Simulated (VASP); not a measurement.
Wanted: the native input for a VASP 6.6.1 run.

```
Task                   : single point
Functional             : PBE
Potentials or basis    : VASP PAW PBE potentials, release 64 (Mg, Cd, Se)
Cutoff                 : 520 eV
k mesh                 : 2 × 2 × 2
Occupations            : gaussian, width 0.1 eV
Spin                   : no spin polarisation
Dipole correction      : no
Further INCAR settings : ALGO = Normal; EDIFF = 1e-07; NBANDS = 41
```

The structure of MgCd3Se4 lies in POSCAR:

```
MgCd3Se4
1.0
    6.1427644000      0.0000000000      0.0000000000
    0.0000000000      6.1427644000      0.0000000000
    0.0000000000      0.0000000000      6.1427644000
Mg Cd Se
1 3 4
Direct
    0.0000000000      0.0000000000      0.0000000000
    0.0000000000      0.5000000000      0.5000000000
    0.5000000000      0.0000000000      0.5000000000
    0.5000000000      0.5000000000      0.0000000000
    0.7553240000      0.7553240000      0.2446760000
    0.7553240000      0.2446760000      0.7553240000
    0.2446760000      0.7553240000      0.7553240000
    0.2446760000      0.2446760000      0.2446760000
```

One way to write it, as run:

INCAR

```
PREC     = Accurate       # precision mode
ENCUT    = 520            # plane-wave cutoff, eV
EDIFF    = 1E-7           # SCF threshold, eV
ISMEAR   = 0              # smearing method
SIGMA    = 0.1            # smearing width, eV
LREAL    = False          # projectors in reciprocal space
LASPH    = True           # aspherical terms in the spheres
NELM     = 100            # most SCF steps
ALGO     = Normal         # electronic algorithm
ISIF     = 2              # what is computed and relaxed
LWAVE    = False          # write WAVECAR
LCHARG   = False          # write CHGCAR
GGA      = PE             # functional
NBANDS   = 41             # bands
```

KPOINTS

```
Automatic mesh
0
Gamma
  2 2 2
```

Potentials or basis: VASP PAW PBE potentials, release 64 (Mg, Cd, Se).

The run is started by

```sh
$ cat potpaw_PBE.64/Mg/POTCAR potpaw_PBE.64/Cd/POTCAR potpaw_PBE.64/Se/POTCAR > POTCAR
$ mpirun -np 1 vasp_std > vasp.out
```

It gave:

| Item | Value |
| --- | --- |
| Pressure | 0.3 GPa |
| Largest force | 0.040 eV/Å |
| Band gap on the k mesh | 0.97 eV, direct |

Caveat: the k points lie up to 0.51 Å⁻¹ apart.

Wall time 29 s on 1 thread of Intel(R) Xeon(R) 6975P-C (Granite Rapids) (shared host), peak memory 0.32 GiB.
